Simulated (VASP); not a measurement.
A run of VASP 6.6.1 is set up as follows.

INCAR

```
PREC = Accurate
ENCUT = 520
EDIFF = 1E-6
ISMEAR = -1
SIGMA = 0.1
LREAL = F
LASPH = T
NELM = 60
ALGO = Normal
ISIF = 2
LWAVE = F
LCHARG = F
NBANDS = 20
```

The input KPOINTS:

```
Automatic mesh
0
Gamma
  7 7 4
```

The input POSCAR:

```
In
1.0
    3.3354847800      0.0000000000      0.0000000000
   -1.6677423900      2.8886145600      0.0000000000
    0.0000000000      0.0000000000      5.5091429200
In
2
Direct
    0.3333333300      0.6666666700      0.2500000000
    0.6666666700      0.3333333300      0.7500000000
```

Potentials or basis: VASP PAW LDA potentials, release 64 (In_d).

Run with:

```sh
$ cat potpaw_LDA.64/In_d/POTCAR > POTCAR
$ mpirun -np 1 vasp_std > vasp.out
```

**Question.** Estimate the pressure.

**Answer.** -3.2 GPa.

**Question.** Estimate the band gap on the k mesh.

**Answer.** Zero (band 13 reaches 10.49 eV, above the bottom of band 14 at 4.77 eV).

Stress tensor (GPa, compression positive):
```
-2.87  0.00  0.00
 0.00 -2.87  0.00
 0.00  0.00 -3.82
```

Caveat: spin-orbit coupling is left out, which moves the levels of the heavy elements.
